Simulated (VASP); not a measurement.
Runs of VASP 6.6.1 on Te2Mo. The structure is that of space group P-6m2 (No. 187), or close to it. The cells are those of the table. 

```tsv
cell	k mesh	smearing	gap on the mesh (eV)	largest force (eV/Å)
a = 3.434, b = 3.434, c = 33.270 Å, angles 90.0, 90.0, 120.0°, 3 atoms	12 × 12 × 1	gaussian 0.02 eV	1.19	0.01
a = 3.504, b = 3.636, c = 33.270 Å, angles 90.0, 90.0, 118.8°, 3 atoms	12 × 12 × 1	gaussian 0.02 eV	(b)	0.01
a = 3.496, b = 3.496, c = 33.270 Å, angles 90.0, 90.0, 120.0°, 3 atoms	6 × 6 × 1	gaussian 0.1 eV	1.20	0.05
a = 3.496, b = 3.496, c = 33.270 Å, angles 90.0, 90.0, 120.0°, 3 atoms	12 × 12 × 1	gaussian 0.02 eV	(a)	0.04
a = 3.749, b = 3.749, c = 33.270 Å, angles 90.0, 90.0, 120.0°, 3 atoms	12 × 12 × 1	gaussian 0.02 eV	0.78	0.01
```

Alike in all rows: task single point; level PBE+D3(BJ); potentials or basis VASP PAW PBE potentials, release 64 (Te, Mo_sv); no spin polarisation; cutoff (eV) 520.

**Question.** Fill in the values left out.

**Answer.** (a) 1.21; (b) 0.98.

Caveats: spin-orbit coupling is left out, which moves the levels of the heavy elements.

A k mesh can miss the band edges, and the runs leave out spin-orbit coupling on Mo, Te.
